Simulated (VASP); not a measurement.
A run of VASP 6.6.1:

The input INCAR:

```
SYSTEM = Pt
ALGO     = Fast           ! electronic algorithm
EDIFF    = 1E-7           ! SCF threshold, eV
ENCUT    = 520            ! plane-wave cutoff, eV
GGA      = PE             ! functional
ISIF     = 2              ! what is computed and relaxed
ISMEAR   = 0              ! smearing method
LASPH    = .True.         ! aspherical terms in the spheres
LCHARG   = .False.        ! write CHGCAR
LREAL    = .False.        ! projectors in reciprocal space
LWAVE    = .False.        ! write WAVECAR
NBANDS   = 11             ! bands
NELM     = 80             ! most SCF steps
PREC     = Accurate       ! precision mode
SIGMA    = 0.15           ! smearing width, eV
```

KPOINTS

```
k-points
0
Gamma
  22 22 22
  0 0 0
```

File POSCAR:

```
Pt
1.0
   -1.7109576000      1.7109576000      1.5208512000
    1.7109576000     -1.7109576000      1.5208512000
    1.7109576000      1.7109576000     -1.5208512000
Pt
1
Direct
    0.0000000000      0.0000000000      0.0000000000
```

Potentials or basis: VASP PAW PBE potentials, release 64 (Pt).

Command:

```bash
$ cat potpaw_PBE.64/Pt/POTCAR > POTCAR
$ mpirun -np 1 vasp_std > vasp.out
```

Hardware: 1 thread of Intel Xeon 8259CL (shared host).

Q: Estimate the wall time of this run.

A: It took 3.3 min on 1 thread of Intel Xeon 8259CL, with other jobs on the host, peak memory 0.28 GiB. Counts: scf iterations 13, k points 834.
